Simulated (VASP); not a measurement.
Set up this calculation in VASP 6.6.1, as the native input.

```yaml
Task: G0W0 quasiparticle levels
Functional: PBE
Potentials_or_basis: VASP PAW PBE potentials, release 64 (B_GW, N_GW)
Cutoff: 500 eV
k_mesh: 6 × 6 × 4
Occupations: gaussian, width 0.01 eV
Spin: no spin polarisation
Dipole_correction: no
GW_scheme: G0W0
GW_iterations: 1
Cutoff_of_the_response_function: 120
Frequency_points: 48
Empty_bands: 70
Further_INCAR_settings: ALGO = EVGW0; EDIFF = 1e-08; NBANDS = 78
```

BN:

```xyz
4
Lattice="2.5440 0.0000 0.0000 -1.2720 2.2031 0.0000 0.0000 0.0000 4.2078" Properties=species:S:1:pos:R:3 pbc="T T T"
B     0.0000    1.4688    0.0009
B     1.2720    0.7344    2.1048
N     0.0000    1.4688    1.5771
N     1.2720    0.7344    3.6810
```

One way to write it, as run:

POSCAR

```
BN
1.0
    2.5439500113      0.0000000000      0.0000000000
   -1.2719750056      2.2031253357      0.0000000000
    0.0000000000      0.0000000000      4.2078152881
B N
2 2
Direct
    0.3333333333      0.6666666667      0.0002034636
    0.6666666667      0.3333333333      0.5002034636
    0.3333333333      0.6666666667      0.3747965364
    0.6666666667      0.3333333333      0.8747965364
```

INCAR.step1

```
ALGO     = Normal         # electronic algorithm
EDIFF    = 1E-8           # SCF threshold, eV
ENCUT    = 500            # plane-wave cutoff, eV
GGA      = PE             # functional
ISMEAR   = 0              # smearing method
LASPH    = T              # aspherical terms in the spheres
LCHARG   = F              # write CHGCAR
LREAL    = F              # projectors in reciprocal space
LWAVE    = T              # write WAVECAR
NELM     = 100            # most SCF steps
PREC     = Accurate       # precision mode
SIGMA    = 0.01           # smearing width, eV
```

INCAR.step2

```
ALGO     = Exact          # electronic algorithm
EDIFF    = 1E-8           # SCF threshold, eV
ENCUT    = 500            # plane-wave cutoff, eV
GGA      = PE             # functional
ISMEAR   = 0              # smearing method
ISTART   = 1            
LASPH    = T              # aspherical terms in the spheres
LCHARG   = F              # write CHGCAR
LOPTICS  = T              # frequency-dependent dielectric function
LREAL    = F              # projectors in reciprocal space
LWAVE    = T              # write WAVECAR
NBANDS   = 78             # bands
NELM     = 1              # most SCF steps
PREC     = Accurate       # precision mode
SIGMA    = 0.01           # smearing width, eV
```

INCAR.step3

```
ALGO     = EVGW0          # electronic algorithm
EDIFF    = 1E-8           # SCF threshold, eV
ENCUT    = 500            # plane-wave cutoff, eV
ENCUTGW  = 120.0          # cutoff of the response function
GGA      = PE             # functional
ISMEAR   = 0              # smearing method
ISTART   = 1            
LASPH    = T              # aspherical terms in the spheres
LCHARG   = F              # write CHGCAR
LREAL    = F              # projectors in reciprocal space
LWAVE    = F              # write WAVECAR
NBANDS   = 78             # bands
NBANDSGW = 16           
NELMGW   = 1            
NOMEGA   = 48             # frequency points
PREC     = Accurate       # precision mode
PRECFOCK = Fast         
SIGMA    = 0.01           # smearing width, eV
```

KPOINTS

```
k-points
0
Gamma
  6 6 4
```

Potentials or basis: VASP PAW PBE potentials, release 64 (B_GW, N_GW).

The run is started by

```sh
$ cat potpaw_PBE.64/B_GW/POTCAR potpaw_PBE.64/N_GW/POTCAR > POTCAR
$ cp INCAR.step1 INCAR
$ mpirun -np 1 vasp_std > vasp.out
$ cp INCAR.step2 INCAR
$ mpirun -np 1 vasp_std > vasp.out
$ cp INCAR.step3 INCAR
$ mpirun -np 1 vasp_std > vasp.out
```

It gave:

The band gap on the k mesh, mean-field level is 5.19 eV, indirect (least direct gap 8.32 eV). The quasiparticle gap is 6.54 eV and the least direct quasiparticle gap is 10.15 eV.

Caveat: the k points lie up to 0.48 Å⁻¹ apart; bands, screening cutoff and mesh are small and nothing is extrapolated, so the quasiparticle values aren't converged.

It took 7.9 min on 1 thread of Intel Xeon 8259CL, on a shared host, peak memory 0.34 GiB.
